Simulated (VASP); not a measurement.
# HfB2: relaxation of shape and atoms at fixed volume with r2SCAN

The system is HfB2.

```
CELL_PARAMETERS angstrom
3.17849 0.00000 0.00000
-1.58925 2.75266 0.00000
0.00000 0.00000 3.52214
ATOMIC_POSITIONS crystal
Hf 0.00000 0.00000 0.00000
B 0.33333 0.66667 0.50000
B 0.66667 0.33333 0.50000
```

This cell differs from its parent crystal: volume scaled by 1.04.

| Item | Value |
| --- | --- |
| Program | VASP 6.6.1 |
| Task | relaxation of shape and atoms at fixed volume |
| Functional | r2SCAN |
| Potentials or basis | VASP PAW PBE potentials, release 64 (Hf_pv, B) |
| Cutoff | 600 eV |
| k mesh | 8 × 8 × 8 |
| Occupations | gaussian, width 0.05 eV |
| Spin | no spin polarisation |
| Dipole correction | no |
| Further INCAR settings | ALGO = Normal; EDIFF = 1e-07; IBRION = 2; EDIFFG = -0.01; NSW = 60; ISIF = 4 |

```yaml
Energy_gained_by_relaxing: 0.0 meV/atom
Ionic_steps: 2
Pressure_after_relaxing: -10.0 GPa
Band_gap_on_the_k_mesh: zero (band 8 reaches 8.05 eV, above the bottom of band 9 at 7.46 eV)
```

Final structure:
```yaml
crystal:
  lattice:
    - [3.17635, 0.00000, 0.00000]
    - [-1.58818, 2.75080, 0.00000]
    - [0.00000, 0.00000, 3.52689]
  atoms:
    - { symbol: Hf, position: [0.00000, 0.00000, 0.00000] }
    - { symbol: B, position: [0.33333, 0.66667, 0.50000] }
    - { symbol: B, position: [0.66667, 0.33333, 0.50000] }
```

Levels at points of the mesh, in eV from the Fermi level:
```csv
k point,band 5,band 6,band 7,band 8,band 9,band 10,band 11,band 12
"(0.00, 0.00, 0.00)",-3.12,-3.05,-2.99,-2.99,4.03,4.03,4.70,4.70
"(0.50, 0.00, 0.00)",-9.80,-4.27,-3.67,-2.89,2.06,2.73,5.55,5.70
"(0.00, 0.00, 0.50)",-8.73,-1.28,-1.28,0.33,0.33,1.03,1.03,2.25
"(0.50, 0.00, 0.50)",-8.07,-5.14,-4.86,-3.11,3.88,4.17,6.19,7.06
```

Wall time 83 s on 1 thread of AMD EPYC 9R45 (Zen 5), with other jobs on the host, peak memory 0.14 GiB.

Caveat: the PAW data sets were made with another functional, which shifts forces and pressure a little; spin-orbit coupling is left out, which moves the levels of the heavy elements.
